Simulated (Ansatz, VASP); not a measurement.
Two plane-wave programs on Mo2C3

The input INCAR:

```
SYSTEM = Mo2C3
PREC     = Accurate       ! precision mode
ENCUT    = 520            ! plane-wave cutoff, eV
EDIFF    = 1E-6           ! SCF threshold, eV
ISMEAR   = 0              ! smearing method
SIGMA    = 0.1            ! smearing width, eV
LREAL    = .FALSE.        ! projectors in reciprocal space
LASPH    = .TRUE.         ! aspherical terms in the spheres
NELM     = 60             ! most SCF steps
ALGO     = Normal         ! electronic algorithm
ISIF     = 2              ! what is computed and relaxed
LWAVE    = .FALSE.        ! write WAVECAR
LCHARG   = .FALSE.        ! write CHGCAR
GGA      = PE             ! functional
NBANDS   = 28             ! bands
```

Contents of KPOINTS:

```
regular mesh
0
G
  4 6 6
  0 0 0
```

The input POSCAR:

```
Mo2C3
1.0
    5.4384757467      0.0000000000      0.0000000000
    0.0000000000      2.5425385683      2.5739040954
    0.0000000000     -2.5425385683      2.5739040954
Mo C
2 3
Direct
    0.0000000000      0.0212655979      0.4938764868
    0.0000000000      0.4938764868      0.0212655979
    0.2583736993      0.9956160761      0.9956160761
    0.7416263007      0.9956160761      0.9956160761
    0.5000000000      0.9937599419      0.9937599419
```

Input for Ansatz:

```yaml
crystal:
  lattice:
    - [5.4384757467, 0.0, 0.0]
    - [0.0, 2.5425385683, 2.5739040954]
    - [0.0, -2.5425385683, 2.5739040954]
  atoms:
    - { symbol: Mo, position: [0.0, 0.0212655979, 0.4938764868] }
    - { symbol: Mo, position: [0.0, 0.4938764868, 0.0212655979] }
    - { symbol: C, position: [0.2583736993, 0.9956160761, 0.9956160761] }
    - { symbol: C, position: [0.7416263007, 0.9956160761, 0.9956160761] }
    - { symbol: C, position: [0.5, 0.9937599419, 0.9937599419] }
basis:
  ecutwfc: 420
kpoints:
  mp_grid: { grid: [4, 6, 6] }
hamiltonian:
  xc: pbe
scf:
  occupations: { method: gaussian, width: 0.1 }
  lower_state_search: "off"
output:
  forces: true
  stress: true
  eigenvalues: true
```

Change from the starting cell: the structure that the rattled cell fell into.

Alike in both runs: task single point; functional PBE; k mesh 4 × 6 × 6; occupations gaussian, width 0.1 eV; no spin polarisation.

|  | VASP | Ansatz |
| --- | --- | --- |
| version | VASP 6.6.1 | Ansatz 0.2.0 |
| potentials or method | VASP PAW PBE potentials, release 64 (Mo_sv, C), cutoff 520 eV | scalar-relativistic, plane waves, PAW |
| valence electrons in the cell | 40 | 40 |

|  | VASP | Ansatz | Ansatz less VASP |
| --- | --- | --- | --- |
| gap on the k mesh at the Fermi level (eV) | none | none | - |
| pressure (GPa) | 0.5 | 0.2 | -0.32 |
| traceless stress, the component that is largest in VASP (GPa) | 0.90 | 0.78 | -0.117 |
| rms of the force components (eV/Å) | 0.057 | 0.072 | +0.0146 |

Atom by atom the forces differ by 0.017 eV/Å (rms over components). A gap of «none» marks a metal or a gap that the smearing closes.
